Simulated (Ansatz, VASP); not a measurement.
## BAs: VASP beside Ansatz

```
B As
1.0
     0.00000    2.41579    2.38127
     2.41579    0.00000    2.38127
     2.41579    2.41579    0.00000
B As
1 1
Direct
  0.00000 0.00000 0.00000
  0.25000 0.25000 0.25000
```

Change from the starting cell: epitaxial_xy strain +1.0%.

Alike in both runs: task single point; functional PBE; k mesh 10 × 10 × 10; occupations fermi-dirac, width 0.02 eV; no spin polarisation.

```csv
,VASP,Ansatz
version,VASP 6.6.1,Ansatz 0.2.0
potentials or method,"VASP PAW PBE potentials, release 64 (B, As)","plane waves, PAW"
plane-wave cutoff (eV),520,420
valence electrons in the cell,8,18
```

```tsv
	VASP	Ansatz	Ansatz less VASP
gap on the k mesh at the Fermi level (eV)	0.98	0.99	+0.008
pressure (GPa)	0.7	0.1	-0.59
traceless stress, the component that is largest in VASP (GPa)	1.90	1.91	+0.009
```

VASP's potentials hold 8 valence electrons a cell and Ansatz's 18, so a difference there can come from the potentials and not from the codes.
